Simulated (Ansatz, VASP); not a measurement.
## GaP: VASP beside Ansatz

The input INCAR:

```
PREC = Accurate
ENCUT = 600
EDIFF = 1E-6
ISMEAR = 0
SIGMA = 0.1
LREAL = False
LASPH = True
NELM = 100
ALGO = Normal
ISIF = 3
LWAVE = False
LCHARG = False
GGA = PE
IBRION = 2
NSW = 90
EDIFFG = -0.04
```

The input KPOINTS:

```
Automatic mesh
0
Gamma
  6 6 6
```

File POSCAR:

```
GaP
1.0
   -2.6254572887      2.6254572887      2.5405428886
    2.6254572887     -2.6254572887      2.5405428886
    2.6254572887      2.6254572887     -2.5405428886
Ga P
2 2
Direct
    0.7500000000      0.2500000000      0.5000000000
    0.0000000000      0.0000000000      0.0000000000
    0.5000000000      0.5000000000      0.0000000000
    0.2500000000      0.7500000000      0.5000000000
```

Input for Ansatz:

```yaml
crystal:
  lattice:
    - [-2.6254572887, 2.6254572887, 2.5405428886]
    - [2.6254572887, -2.6254572887, 2.5405428886]
    - [2.6254572887, 2.6254572887, -2.5405428886]
  atoms:
    - { symbol: Ga, position: [0.75, 0.25, 0.5] }
    - { symbol: Ga, position: [0.0, 0.0, 0.0] }
    - { symbol: P, position: [0.5, 0.5, 0.0] }
    - { symbol: P, position: [0.25, 0.75, 0.5] }
basis:
  ecutwfc: 420
kpoints:
  mp_grid: { grid: [6, 6, 6] }
hamiltonian:
  xc: pbe
scf:
  occupations: { method: gaussian, width: 0.1 }
  lower_state_search: "off"
output:
  forces: true
  stress: true
  eigenvalues: true
relax:
  adjacent_minimum: "off"
  f_tol: 0.04
  max_steps: 70
  cell: { stress_tol: 0.4 }
```

Alike in both runs: task relaxation of cell and atoms; functional PBE; k mesh 6 × 6 × 6; occupations gaussian, width 0.1 eV; no spin polarisation.

|  | VASP | Ansatz |
| --- | --- | --- |
| version | VASP 6.6.1 | Ansatz 0.2.0 |
| potentials or method | VASP PAW PBE potentials, release 64 (Ga_d, P), cutoff 600 eV | scalar-relativistic, plane waves, PAW |
| valence electrons in the cell | 36 | 36 |

|  | VASP | Ansatz | Ansatz less VASP |
| --- | --- | --- | --- |
| gap on the k mesh at the Fermi level, each at its own relaxed structure (eV) | none | none | - |
| relaxed volume (Å³/atom) | 17.34 | 17.25 | -0.089 |
| relaxed cell length with the largest relative difference (Å) | 4.484 | 4.476 | -0.0079 |

A gap of «none» marks a metal or a gap that the smearing closes.
